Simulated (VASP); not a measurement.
# CuO (Cc) in VASP: notebook

Runs on CuO. Level: PBEsol+U. Tasks: single point.

All numbers are computed with VASP 6.6.1; they aren't measurements. Logs are shortened: lines on timing, memory, paths and dates and some standing lists are left out, and cuts for length are marked.

## 1. The cell of the first run

Symmetry: Cc, No. 9, monoclinic system. Conventional cell: a = 4.689 Å, b = 3.427 Å, c = 5.132 Å, α = 90.00°, β = 99.65°, γ = 90.00°. Cu (site symmetry 1) has 4 O at 1.91 to 2.02 Å within 2.5 Å. O (site symmetry 1) has 4 Cu at 1.91 to 2.02 Å within 2.5 Å.

## 2. Single point, PBEsol+U, collinear spin

The input, INCAR:

```
SYSTEM = CuO
  PREC = Accurate
  ENCUT = 520
  EDIFF = 1E-6
  ISMEAR = 0
  SIGMA = 0.05
  LREAL = .False.
  LASPH = .True.
  NELM = 150
  ALGO = Normal
  ISIF = 2
  LWAVE = .False.
  LCHARG = .False.
  ISPIN = 2
  MAGMOM = 1 -1 0 0
  LORBIT = 11
  LMAXMIX = 4
  LDAU = .True.
  LDAUTYPE = 2
  LDAUL = 2 -1
  LDAUU = 6 0
  LDAUJ = 0 0
  LDAUPRINT = 1
  GGA = PS
  NBANDS = 29
```

The input, KPOINTS:

```
Automatic mesh
0
Gamma
  8 8 5
  0 0 0
```

The input, POSCAR:

```
CuO
1.0
    2.3446497600     -1.7133998200      0.0000000000
    2.3446497600      1.7133998200      0.0000000000
   -0.8605499100      0.0000000000      5.0594394800
Cu O
2 2
Direct
    0.0032000000      0.4968000000      0.0000000000
    0.4968000000      0.0032000000      0.5000000000
    0.5714000000      0.4056000000      0.2537000000
    0.4056000000      0.5714000000      0.7537000000
```

Potentials or basis: VASP PAW PBE potentials, release 64 (Cu, O).

Command:

```console
> cat potpaw_PBE.64/Cu/POTCAR potpaw_PBE.64/O/POTCAR > POTCAR
> mpirun -np 1 vasp_std > vasp.out
```

OUTCAR:

```text
SYSTEM = CuO
   PREC = Accurate
   ENCUT = 520
   EDIFF = 1E-6
   ISMEAR = 0
   LREAL = .False.
   LASPH = .True.
   NELM = 150
   ISIF = 2
   ISPIN = 2
   LORBIT = 11
   GGA = PS

 ion  position               nearest neighbor table
   1  0.003  0.497  0.000-   4 1.91   3 1.93   4 1.98   3 2.02
   2  0.497  0.003  0.500-   3 1.91   4 1.93   3 1.98   4 2.02
   3  0.571  0.406  0.254-   2 1.91   1 1.93   2 1.98   1 2.02
   4  0.406  0.571  0.754-   1 1.91   2 1.93   1 1.98   2 2.02

  LATTYP: Found a base centered monoclinic cell.
 ALAT       =     4.6892995200
 B/A-ratio  =     0.7307700490
 C/A-ratio  =     1.0944283419
 COS(beta)  =    -0.1676798045

  Lattice vectors:

 A1 = (   2.3446497600,  -1.7133998200,   0.0000000000)
 A2 = (   2.3446497600,   1.7133998200,   0.0000000000)
 A3 = (  -0.8605499100,   0.0000000000,   5.0594394800)

Analysis of symmetry for initial positions (statically):
=====================================================================
 Subroutine PRICEL returns:
 Original cell was already a primitive cell.

 Routine SETGRP: Setting up the symmetry group for a
 base centered monoclinic supercell.

 Subroutine GETGRP returns: Found  2 space group operations
 (whereof  1 operations were pure point group operations)
 out of a pool of  4 trial point group operations.

The static configuration has the point symmetry C_1 .
 The point group associated with its full space group is C_1h.

Analysis of symmetry for dynamics (positions and initial velocities):
=====================================================================
 Subroutine PRICEL returns:
 Original cell was already a primitive cell.

 Routine SETGRP: Setting up the symmetry group for a
 base centered monoclinic supercell.

 Subroutine GETGRP returns: Found  2 space group operations
 (whereof  1 operations were pure point group operations)
 out of a pool of  4 trial point group operations.

The dynamic configuration has the point symmetry C_1 .
 The point group associated with its full space group is C_1h.

Analysis of structural, dynamic, and magnetic symmetry:
=====================================================================
[... 217 lines left out ...]
  o =  0.9741  v =  0.0000  0.0000  0.0000  0.0000  0.0000  0.0869 -0.7617  0.2156  0.3310 -0.5061      0.0000  0.0000  0.0000  0.0000  0.0000  0.0000  0.0000  0.0000  0.0000  0.0000
  o =  0.9742  v = -0.0300  0.5991 -0.3439 -0.5747 -0.4377  0.0000  0.0000  0.0000  0.0000  0.0000      0.0000  0.0000  0.0000  0.0000  0.0000  0.0000  0.0000  0.0000  0.0000  0.0000
  o =  0.9751  v =  0.1367 -0.5086  0.0520  0.0753 -0.8452  0.0000  0.0000  0.0000  0.0000  0.0000      0.0000  0.0000  0.0000  0.0000  0.0000  0.0000  0.0000  0.0000  0.0000  0.0000
  o =  0.9806  v =  0.0000  0.0000  0.0000  0.0000  0.0000 -0.5021  0.2134  0.8191 -0.1160 -0.1343      0.0000  0.0000  0.0000  0.0000  0.0000  0.0000  0.0000  0.0000  0.0000  0.0000
  o =  0.9815  v =  0.4915 -0.1935 -0.8217  0.1439  0.1582  0.0000  0.0000  0.0000  0.0000  0.0000      0.0000  0.0000  0.0000  0.0000  0.0000  0.0000  0.0000  0.0000  0.0000  0.0000
  o =  1.0249  v =  0.0000  0.0000  0.0000  0.0000  0.0000 -0.1081 -0.5350  0.0051 -0.7931  0.2702      0.0000  0.0000  0.0000  0.0000  0.0000  0.0000  0.0000  0.0000  0.0000  0.0000

 number of electron      33.9999999 magnetization       0.0000000

 Free energy of the ion-electron system (eV)
  ---------------------------------------------------
  ext. energy  EPLUGINS =         0.00000000
  ---------------------------------------------------
  free energy    TOTEN  =       -18.01882989 eV

  energy without entropy =      -18.01882989  energy(sigma->0) =      -18.01882989

 E-fermi :   5.0553     XC(G=0): -12.1056

 val. band max:        4.7461998268   @ k =   0.0000   0.0000   0.0000
 cond. band min:       5.7613790931   @ k =   0.2500   0.0000   0.4000
 fundamental gap:      1.0151792663
 Fermi energy:         5.0552906337

 spin component 1

 k-point     1 :       0.0000    0.0000    0.0000
  band No.  band energies     occupation
      1     -14.1156      1.00000
      2     -12.6989      1.00000
      3      -3.1728      1.00000
      4      -2.3759      1.00000
      5      -0.6252      1.00000
      6      -0.3387      1.00000
[... 1529 lines left out ...]
     28      24.9167      0.00000
     29      26.4293      0.00000

 [... further k-points ...]

------------------------ aborting loop because EDIFF is reached ----------------------------------------

  FORCE on cell =-STRESS in cart. coord.  units (eV):
  Direction    XX          YY          ZZ          XY          YZ          ZX
  --------------------------------------------------------------------------------------
  -------------------------------------------------------------------------------------
  Total       -1.6147647     -1.1395807     -1.6165127      0.0000000      0.0000000      0.0760058
  in kB      -63.6430146    -44.9144989    -63.7119066      0.0000000      0.0000000      2.9956318
  external PRESSURE =     -57.4231400 kB  Pullay stress =       0.0000000 kB

 VOLUME and BASIS-vectors are now :
 -----------------------------------------------------------------------------
  energy-cutoff  :      520.00
  volume of cell :       40.65
      direct lattice vectors                 reciprocal lattice vectors
     2.344649760 -1.713399820  0.000000000     0.213251467 -0.291817470  0.036271514
     2.344649760  1.713399820  0.000000000     0.213251467  0.291817470  0.036271514
    -0.860549910  0.000000000  5.059439480     0.000000000  0.000000000  0.197650353

 POSITION                                       TOTAL-FORCE (eV/Angst)
 -----------------------------------------------------------------------------------
      1.17232      0.84573      0.00000        -0.592069      0.264108      0.264956
      0.74205     -0.84573      2.52972        -0.592069     -0.264108      0.264956
      2.07240     -0.28408      1.28358         0.592069      0.160237     -0.264956
      1.64213      0.28408      3.81330         0.592069     -0.160237     -0.264956
 -----------------------------------------------------------------------------------
    total drift:                               -0.000486      0.000000     -0.000417

  FREE ENERGIE OF THE ION-ELECTRON SYSTEM (eV)
  ---------------------------------------------------
  free  energy   TOTEN  =       -18.0188298921 eV

  energy  without entropy=      -18.0188298921  energy(sigma->0) =      -18.01882989

 total charge

# of ion       s       p       d       tot
------------------------------------------
    1        0.379   0.396   9.173   9.948
    2        0.379   0.396   9.173   9.948
    3        1.554   3.414   0.000   4.968
    4        1.554   3.414   0.000   4.968
--------------------------------------------------
tot          3.865   7.620  18.347  29.832

 magnetization (x)

# of ion       s       p       d       tot
------------------------------------------
    1       -0.006  -0.006   0.636   0.624
    2        0.006   0.006  -0.636  -0.624
    3       -0.000  -0.003   0.000  -0.004
    4        0.000   0.003   0.000   0.004
--------------------------------------------------
tot          0.000   0.000   0.000   0.000
```

stdout:

```text
POSCAR found type information on POSCAR CuO
 POSCAR found :  2 types and       4 ions
 scaLAPACK will be used
 -----------------------------------------------------------------------------
|                                                                             |
|                                                                             |
|     You enforced a specific xc type in the INCAR file but a different       |
|     I HOPE YOU KNOW WHAT YOU ARE DOING!                                     |
|                                                                             |
 -----------------------------------------------------------------------------

 LDA part: xc-table for (Slater+PW92), standard interpolation
 POSCAR, INCAR and KPOINTS ok, starting setup
 FFT: planning ... GRIDC
 FFT: planning ... GRID_SOFT
 FFT: planning ... GRID
 WAVECAR not read
 entering main loop
```

It took 5.3 min on 1 thread of Intel Xeon 8259CL, shared host; peak memory 0.29 GiB.

What came out:

* Free energy: -18.0188 eV
* Pressure: -5.7 GPa
* Largest force: 0.700 eV/Å
* Band gap on the k mesh: 1.02 eV (least direct gap 1.29 eV)
* Net moment: 0.00 μB per cell
* Site moments: Cu +0.62, -0.62; O -0.00, +0.00 μB
* Valence electrons inside the program's atomic spheres: Cu 9.95; O 4.97

Forces on the atoms (eV/Å):
```
Cu  -0.592  0.264  0.265
Cu  -0.592 -0.264  0.265
O    0.592  0.160 -0.265
O    0.592 -0.160 -0.265
```

Stress tensor (GPa, compression positive):
```
-6.36  0.00  0.30
 0.00 -4.49  0.00
 0.30  0.00 -6.37
```

Eigenvalues of the final occupation matrices:
```csv
site,spin,trace,eigenvalues
site 1 d,1,4.92,0.96 0.97 0.97 0.98 1.02
site 1 d,2,4.28,0.39 0.96 0.97 0.98 0.98
site 2 d,1,4.28,0.39 0.96 0.97 0.98 0.98
site 2 d,2,4.92,0.96 0.97 0.97 0.98 1.02
```

Caveat: the cell stands under tension; the PAW data sets were made with another functional, which shifts forces and pressure a little; an odd mesh through Γ misses points on the zone boundary, where band edges can lie.

## 3. Single point, PBEsol+U, collinear spin

The input, INCAR:

```
ALGO     = Normal         # electronic algorithm
EDIFF    = 1E-7           # SCF threshold, eV
ENCUT    = 520            # plane-wave cutoff, eV
GGA      = PS             # functional
ISIF     = 2              # what is computed and relaxed
ISMEAR   = 0              # smearing method
ISPIN    = 2              # spin polarisation
LASPH    = True           # aspherical terms in the spheres
LCHARG   = False          # write CHGCAR
LDAU     = True           # DFT+U
LDAUJ    = 0 0          
LDAUL    = 2 -1           # shell
LDAUPRINT= 1            
LDAUTYPE = 2            
LDAUU    = 6 0            # U, eV
LMAXMIX  = 4              # l up to which the mixer works
LORBIT   = 11             # projections on sites
LREAL    = False          # projectors in reciprocal space
LWAVE    = False          # write WAVECAR
MAGMOM   = 0.61 -0.61 0 0 # initial moments
NBANDS   = 29             # bands
NELM     = 150            # most SCF steps
PREC     = Accurate       # precision mode
SIGMA    = 0.05           # smearing width, eV
```

The input, KPOINTS:

```
k-points
0
Gamma
  8 8 5
```

POSCAR is that of step 2.

Potentials or basis: VASP PAW PBE potentials, release 64 (Cu, O).

Command:

```console
> cat potpaw_PBE.64/Cu/POTCAR potpaw_PBE.64/O/POTCAR > POTCAR
> mpirun -np 1 vasp_std > vasp.out
```

Run time: 2 min. Hardware: 1 thread of AMD EPYC 9R45 (Zen 5), shared host; peak memory 0.25 GiB.

It converged, with:

```
Free energy                                           : -18.0188 eV
Pressure                                              : -5.8 GPa
Largest force                                         : 0.700 eV/Å
Band gap on the k mesh                                : 1.02 eV (least direct gap 1.29 eV)
Net moment                                            : 0.00 μB per cell
Site moments                                          : Cu +0.62, -0.62; O -0.00, +0.00 μB
Valence electrons inside the program's atomic spheres : Cu 9.95; O 4.97
```

Forces on the atoms (eV/Å):
```
Cu  -0.592  0.264  0.265
Cu  -0.592 -0.264  0.265
O    0.592  0.160 -0.265
O    0.592 -0.160 -0.265
```

Stress tensor (GPa, compression positive):
```
-6.41  0.00  0.30
 0.00 -4.54  0.00
 0.30  0.00 -6.42
```

Levels at points of the mesh, in eV from the valence-band top:
Spin up:
```
           k point  band 14  band 15  band 16  band 17  band 18  band 19  band 20  band 21
(0.00, 0.00, 0.00)    -2.08    -1.91    -1.55     0.00     2.08     2.25     6.76     8.72
(0.50, 0.00, 0.00)    -2.60    -2.26    -1.41    -0.57     2.04     5.50     7.08     7.59
(0.50, 0.50, 0.00)    -2.84    -2.46    -1.90    -1.02     2.18     4.07     7.55     9.29
```
Spin down:
```csv
k point,band 14,band 15,band 16,band 17,band 18,band 19,band 20,band 21
"(0.00, 0.00, 0.00)",-2.08,-1.91,-1.55,0.00,2.08,2.25,6.76,8.72
"(0.50, 0.00, 0.00)",-2.90,-2.47,-1.45,-0.34,1.80,5.61,7.01,7.71
"(0.50, 0.50, 0.00)",-2.84,-2.46,-1.90,-1.02,2.18,4.07,7.55,9.29
```

Eigenvalues of the final occupation matrices:
```
    site  spin  trace               eigenvalues
site 1 d     1   4.92  0.96 0.97 0.97 0.98 1.02
site 1 d     2   4.28  0.39 0.96 0.97 0.98 0.98
site 2 d     1   4.28  0.39 0.96 0.97 0.98 0.98
site 2 d     2   4.92  0.96 0.97 0.97 0.98 1.02
```

Caveat: the cell stands under tension; the PAW data sets were made with another functional, which shifts forces and pressure a little; an odd mesh through Γ misses points on the zone boundary, where band edges can lie.
